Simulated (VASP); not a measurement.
# Ti (Cmcm) in VASP: single point with PBE

Aim: the single point of Ti with PBE.

All numbers are computed with VASP 6.6.1; they aren't measurements. Logs are shortened: lines on timing, memory, paths and dates and some standing lists are left out, and cuts for length are marked.

**1. The cell of the first run**

It takes space group Cmcm (No. 63, orthorhombic). Conventional cell: a = 2.950 Å, b = 5.110 Å, c = 4.686 Å, α = 90.00°, β = 90.00°, γ = 90.00°. Within 3.6 Å of Ti (site symmetry m2m) lie 12 Ti at 2.69 to 3.03 Å.

**2. Single point, PBE (one atom moved)**

The input, INCAR:

```
ALGO = Fast
EDIFF = 1E-6
ENCUT = 520
GGA = PE
ISIF = 2
ISMEAR = 0
LASPH = True
LCHARG = False
LREAL = False
LWAVE = False
NBANDS = 19
NELM = 80
PREC = Accurate
SIGMA = 0.1
```

The input, KPOINTS:

```
k-points
0
Gamma
  15 15 8
```

The input, POSCAR:

```
Ti
1.0
    2.9499978604      0.0000000000      0.0000000000
   -1.4749989302      2.5547730882      0.0000000000
    0.0000000000      0.0000000000      4.6860000000
Ti
2
Direct
    0.4067253699      0.8134507399      0.2500000000
    0.6666666667      0.3333333333      0.7500000000
```

Potentials or basis: VASP PAW PBE potentials, release 64 (Ti_sv).

The run is started by

```console
$ cat potpaw_PBE.64/Ti_sv/POTCAR > POTCAR
$ mpirun -np 1 vasp_std > vasp.out
```

OUTCAR:

```text
EDIFF = 1E-6
   ENCUT = 520
   GGA = PE
   ISIF = 2
   ISMEAR = 0
   LASPH = True
   LREAL = False
   NELM = 80
   PREC = Accurate

 ion  position               nearest neighbor table
   1  0.407  0.813  0.250-   2 2.69   2 2.69
   2  0.667  0.333  0.750-   1 2.69   1 2.69

  LATTYP: Found a hexagonal cell.
 ALAT       =     2.9499978604
 C/A-ratio  =     1.5884757284

  Lattice vectors:

 A1 = (   2.9499978604,   0.0000000000,   0.0000000000)
 A2 = (  -1.4749989302,   2.5547730882,   0.0000000000)
 A3 = (   0.0000000000,   0.0000000000,   4.6860000000)

Analysis of symmetry for initial positions (statically):
=====================================================================
 Subroutine PRICEL returns:
 Original cell was already a primitive cell.

 Routine SETGRP: Setting up the symmetry group for a
 hexagonal supercell.

 Subroutine GETGRP returns: Found  8 space group operations
 (whereof  2 operations were pure point group operations)
 out of a pool of 24 trial point group operations.

The static configuration has the point symmetry C_1h.
 The point group associated with its full space group is D_2h.

Analysis of symmetry for dynamics (positions and initial velocities):
=====================================================================
 Subroutine PRICEL returns:
 Original cell was already a primitive cell.

 Routine SETGRP: Setting up the symmetry group for a
 hexagonal supercell.

 Subroutine GETGRP returns: Found  8 space group operations
 (whereof  2 operations were pure point group operations)
 out of a pool of 24 trial point group operations.

The dynamic configuration has the point symmetry C_1h.
 The point group associated with its full space group is D_2h.

 Subroutine INISYM returns: Found  8 space group operations
 (whereof  2 operations are pure point group operations),
 and found     1 'primitive' translations

----------------------------------------------------------------------------------------

                                     Primitive cell

  volume of cell :      35.3164

  direct lattice vectors                    reciprocal lattice vectors
     2.949997860  0.000000000  0.000000000     0.338983297  0.195712098  0.000000000
    -1.474998930  2.554773088  0.000000000     0.000000000  0.391424195  0.000000000
     0.000000000  0.000000000  4.686000000     0.000000000  0.000000000  0.213401622

  length of vectors
     2.949997860  2.949997860  4.686000000     0.391424195  0.391424195  0.213401622

  position of ions in fractional coordinates (direct lattice)
     0.406725370  0.813450740  0.250000000
     0.666666667  0.333333333  0.750000000

  ion indices of the primitive-cell ions
   primitive index   ion index
                 1           1
                 2           2

----------------------------------------------------------------------------------------

 KPOINTS: k-points

Automatic generation of k-mesh.
 Grid dimensions read from file:
 generate k-points for:   15   15    8

 Generating k-lattice:

  Cartesian coordinates                     Fractional coordinates (reciprocal lattice)
     0.022598886  0.013047473  0.000000000     0.066666667  0.000000000  0.000000000
     0.000000000  0.026094946  0.000000000     0.000000000  0.066666667  0.000000000
     0.000000000  0.000000000  0.026675203     0.000000000  0.000000000  0.125000000

  Length of vectors
     0.026094946  0.026094946  0.026675203

  Shift w.r.t. Gamma in fractional coordinates (k-lattice)
     0.000000000  0.000000000  0.000000000

 Subroutine IBZKPT returns following result:
 ===========================================

 Found    320 irreducible k-points:

 Following reciprocal coordinates:
            Coordinates               Weight
  0.000000  0.000000  0.000000      1.000000
  0.066667  0.000000  0.000000      4.000000
  0.000000  0.066667  0.000000      2.000000
  0.133333  0.000000  0.000000      4.000000
  0.000000  0.133333  0.000000      2.000000
  0.200000  0.000000  0.000000      4.000000
[... 16 lines left out ...]
 -0.266667  0.200000  0.000000      4.000000
  0.266667  0.066667  0.000000      4.000000
 [... further k-points ...]
   k-points           NKPTS =    320   k-points in BZ     NKDIM =    320   number of bands    NBANDS=     19
   number of dos      NEDOS =    301   number of ions     NIONS =      2
   total plane-waves  NPLWV =  20736
   dimension x,y,z NGX =    24 NGY =   24 NGZ =   36
   dimension x,y,z NGXF=    48 NGYF=   48 NGZF=   72
   ions per type =               2
   NGX,Y,Z   is equivalent  to a cutoff of  13.53, 13.53, 12.77 a.u.
   NGXF,Y,Z  is equivalent  to a cutoff of  27.05, 27.05, 25.54 a.u.
 SYSTEM =  unknown system
   PREC   = accura    normal or accurate (medium, high low for compatibility)
   ISTART =      0    job   : 0-new  1-cont  2-samecut
   ICHARG =      2    charge: 1-file 2-atom 10-const
   ISPIN  =      1    spin polarized calculation?
   LNONCOLLINEAR =      F non collinear calculations
   LSORBIT =      F    spin-orbit coupling
   LASPH  =      T    aspherical Exc in radial PAW
   ENCUT  =  520.0 eV  38.22 Ry    6.18 a.u.   5.49  5.49  8.71*2*pi/ulx,y,z
   NELM   =     80;   NELMIN=  2; NELMDL= -5     # of ELM steps
   EDIFF  = 0.1E-05   stopping-criterion for ELM
   LREAL  =      F    real-space projection
   EDIFFG = 0.1E-04   stopping-criterion for IOM
   NSW    =      0    number of steps for IOM
   IBRION =     -1    ionic relax: 0-MD 1-quasi-New 2-CG
   NFREE  =      0    steps in history (QN), initial steepest desc. (CG)
   ISIF   =      2    stress and relaxation
   ISYM   =      2    0-nonsym 1-usesym 2-fastsym
   POTIM  = 0.5000    time-step for ionic-motion
   TEBEG  =    0.0;   TEEND  =   0.0 temperature during run
   PSTRESS=    0.0 pullay stress
   NELECT =      24.0000    total number of electrons
   NUPDOWN=      -1.0000    fix difference up-down
   EMIN   =  10.00;   EMAX   =-10.00  energy-range for DOS
   EFERMI =   0.00;   METHOD = LEGACY
   ISMEAR =     0;   SIGMA  =   0.10  broadening in eV -4-tet -1-fermi 0-gaus
   EFERMI_NEDOS =   21; number of points for ismear=-14 and -15
   IALGO  =     68    algorithm
   IMIX   =      4    mixing-type and parameters
     AMIX     =   0.40;   BMIX     =  1.00
     AMIX_MAG =   1.60;   BMIX_MAG =  1.00
  volume/ion in A,a.u.               =      17.66       119.16
  Fermi-wavevector in a.u.,A,eV,Ry     =   1.439306  2.719894 28.185854  2.071602
  Thomas-Fermi vector in A             =   2.558176
   LORBIT       =      0    0 simple, 1 ext, 2 COOP (PROOUT), +10 PAW based schemes
   GGA     = PE    functional components
   LHFCALC =     F    Hartree Fock is set to
   AEXX    =    0.0000 exact exchange contribution
   IVDW    =     0    specifies the selected vdW correction
   LEPSILON=     F    determine dielectric tensor
   LRPA    =     F    only Hartree local field effects (RPA)
 non-spin polarized calculation
 RMM-DIIS sequential band-by-band and
 Gauss-broadening in eV      SIGMA  =   0.10
  energy-cutoff  :      520.00
  volume of cell :       35.32
 maximum number of plane-waves:       980
 NGX is ok and might be reduce to    24
   NGX = 11   NGY = 11   NGZ = 17

 number of electron      24.0000000 magnetization

 Free energy of the ion-electron system (eV)
  ---------------------------------------------------
  ext. energy  EPLUGINS =         0.00000000
  ---------------------------------------------------
  free energy    TOTEN  =       -15.57648292 eV

  energy without entropy =      -15.56210975  energy(sigma->0) =      -15.56929633

 E-fermi :   8.0596     XC(G=0): -11.4132

 val. band max:        8.0589093075   @ k =   0.0667   0.0000   0.5000
 cond. band min:       8.0626229731   @ k =  -0.0667   0.4000   0.1250
 fundamental gap:      0.0037136656
 Fermi energy:         8.0596006982

 k-point     1 :       0.0000    0.0000    0.0000
  band No.  band energies     occupation
      1     -48.7200      2.00000
      2     -48.5742      2.00000
      3     -25.3132      2.00000
      4     -24.7041      2.00000
      5     -24.6422      2.00000
      6     -24.6369      2.00000
[... 11 lines left out ...]
     18      10.4604      0.00000
     19      10.5729      0.00000

 k-point     2 :       0.0667    0.0000    0.0000
  band No.  band energies     occupation
      1     -48.7162      2.00000
      2     -48.5722      2.00000
      3     -25.3055      2.00000
      4     -24.7137      2.00000
      5     -24.6626      2.00000
      6     -24.6473      2.00000
[... 11 lines left out ...]
     18      10.3547      0.00000
     19      10.8998      0.00000

 k-point     3 :       0.0000    0.0667    0.0000
  band No.  band energies     occupation
      1     -48.7157      2.00000
      2     -48.5727      2.00000
      3     -25.3031      2.00000
      4     -24.7221      2.00000
      5     -24.6593      2.00000
      6     -24.6287      2.00000
[... 11 lines left out ...]
     18      10.1901      0.00000
     19      10.8134      0.00000

 k-point     4 :       0.1333    0.0000    0.0000
  band No.  band energies     occupation
      1     -48.7054      2.00000
      2     -48.5667      2.00000
      3     -25.2833      2.00000
      4     -24.7535      2.00000
      5     -24.7044      2.00000
      6     -24.6838      2.00000
[... 11 lines left out ...]
     18      10.1826      0.00000
     19      11.2319      0.00000

 k-point     5 :       0.0000    0.1333    0.0000
  band No.  band energies     occupation
      1     -48.7034      2.00000
      2     -48.5687      2.00000
      3     -25.2735      2.00000
      4     -24.7730      2.00000
      5     -24.6862      2.00000
      6     -24.6407      2.00000
[... 11 lines left out ...]
     18       9.8613      0.00000
     19      11.0585      0.00000

 k-point     6 :       0.2000    0.0000    0.0000
  band No.  band energies     occupation
      1     -48.6892      2.00000
      2     -48.5588      2.00000
      3     -25.2496      2.00000
      4     -24.8338      2.00000
      5     -24.7632      2.00000
      6     -24.7223      2.00000
[... 11 lines left out ...]
     18      10.2512      0.00000
     19      11.3374      0.00000

 k-point     7 :       0.0000    0.2000    0.0000
  band No.  band energies     occupation
      1     -48.6846      2.00000
      2     -48.5632      2.00000
      3     -25.2270      2.00000
      4     -24.8473      2.00000
      5     -24.7281      2.00000
      6     -24.7178      2.00000
[... 11 lines left out ...]
     18       9.9281      0.00000
     19      11.2539      0.00000

 k-point     8 :       0.2667    0.0000    0.0000
  band No.  band energies     occupation
      1     -48.6702      2.00000
      2     -48.5499      2.00000
      3     -25.2089      2.00000
      4     -24.9321      2.00000
      5     -24.8403      2.00000
      6     -24.7515      2.00000
[... 256 lines left out ...]
 k-point    20 :      -0.2000    0.1333    0.0000
  band No.  band energies     occupation
      1     -48.6962      2.00000
      2     -48.5609      2.00000
      3     -25.2667      2.00000
      4     -24.7907      2.00000
      5     -24.7472      2.00000
      6     -24.7186      2.00000
[... 11 lines left out ...]
     18      10.1348      0.00000
     19      11.6211      0.00000

 k-point    21 :       0.2000    0.0667    0.0000
  band No.  band energies     occupation
      1     -48.6761      2.00000
      2     -48.5550      2.00000
      3     -25.2169      2.00000
      4     -24.8845      2.00000
      5     -24.8208      2.00000
      6     -24.7233      2.00000
[... 11 lines left out ...]
     18      10.5354      0.00000
     19      11.1627      0.00000

 k-point    22 :      -0.0667    0.2667    0.0000
  band No.  band energies     occupation
      1     -48.6717      2.00000
      2     -48.5592      2.00000
      3     -25.1954      2.00000
      4     -24.8903      2.00000
      5     -24.8023      2.00000
      6     -24.7235      2.00000
[... 11 lines left out ...]
     18      10.3910      0.00000
     19      11.2985      0.00000

 k-point    23 :      -0.2667    0.2000    0.0000
  band No.  band energies     occupation
      1     -48.6789      2.00000
      2     -48.5523      2.00000
      3     -25.2306      2.00000
      4     -24.8840      2.00000
      5     -24.8122      2.00000
      6     -24.7468      2.00000
[... 11 lines left out ...]
     18      10.4620      0.00000
     19      11.5643      0.00000

 k-point    24 :       0.2667    0.0667    0.0000
  band No.  band energies     occupation
      1     -48.6571      2.00000
      2     -48.5467      2.00000
      3     -25.1751      2.00000
      4     -24.9783      2.00000
      5     -24.8905      2.00000
      6     -24.7609      2.00000
[... 11 lines left out ...]
     18      10.9931      0.00000
     19      11.2121      0.00000

 [... further k-points ...]
[... 5 lines left out ...]
  --------------------------------------------------------------------------------------
  -------------------------------------------------------------------------------------
  Total       -1.6602037      0.2334502     -0.2419432     -0.0000000      0.0000000      0.0000000
  in kB      -75.3174539     10.5907926    -10.9760904     -0.0000000      0.0000000      0.0000000
  external PRESSURE =     -25.2342506 kB  Pullay stress =       0.0000000 kB

 VOLUME and BASIS-vectors are now :
 -----------------------------------------------------------------------------
  energy-cutoff  :      520.00
  volume of cell :       35.32
      direct lattice vectors                 reciprocal lattice vectors
     2.949997860  0.000000000  0.000000000     0.338983297  0.195712098  0.000000000
    -1.474998930  2.554773088  0.000000000     0.000000000  0.391424195  0.000000000
     0.000000000  0.000000000  4.686000000     0.000000000  0.000000000  0.213401622

 POSITION                                       TOTAL-FORCE (eV/Angst)
 -----------------------------------------------------------------------------------
     -0.00000      2.07818      1.17150         0.000000     -0.452966      0.000000
      1.47500      0.85159      3.51450        -0.000000      0.452966     -0.000000
 -----------------------------------------------------------------------------------
    total drift:                               -0.000000     -0.000001     -0.000000

  FREE ENERGIE OF THE ION-ELECTRON SYSTEM (eV)
  ---------------------------------------------------
  free  energy   TOTEN  =       -15.5764829202 eV

  energy  without entropy=      -15.5621097472  energy(sigma->0) =      -15.56929633
```

Run time: 6.1 min. Hardware: 1 thread of Intel Xeon 6975P-C, shared host; peak memory 0.29 GiB.

What came out:

* Free energy: -15.5765 eV
* Pressure: -2.5 GPa
* Largest force: 0.453 eV/Å
* Band gap on the k mesh: zero (band 12 reaches 8.90 eV, above the bottom of band 13 at 7.70 eV)

Forces on the atoms (eV/Å):
```
Ti   0.000 -0.453  0.000
Ti   0.000  0.453  0.000
```

Levels at points of the mesh, in eV from the Fermi level:
| k point | band 9 | band 10 | band 11 | band 12 | band 13 | band 14 | band 15 | band 16 |
| --- | --- | --- | --- | --- | --- | --- | --- | --- |
| (0.00, 0.00, 0.00) | -6.05 | -2.47 | 0.54 | 0.84 | 0.84 | 1.04 | 1.12 | 1.38 |
| (0.00, 0.00, 0.50) | -4.22 | -4.22 | 0.05 | 0.05 | 0.70 | 0.70 | 1.03 | 1.03 |

Caveat: the cell differs from its parent crystal (one atom moved).
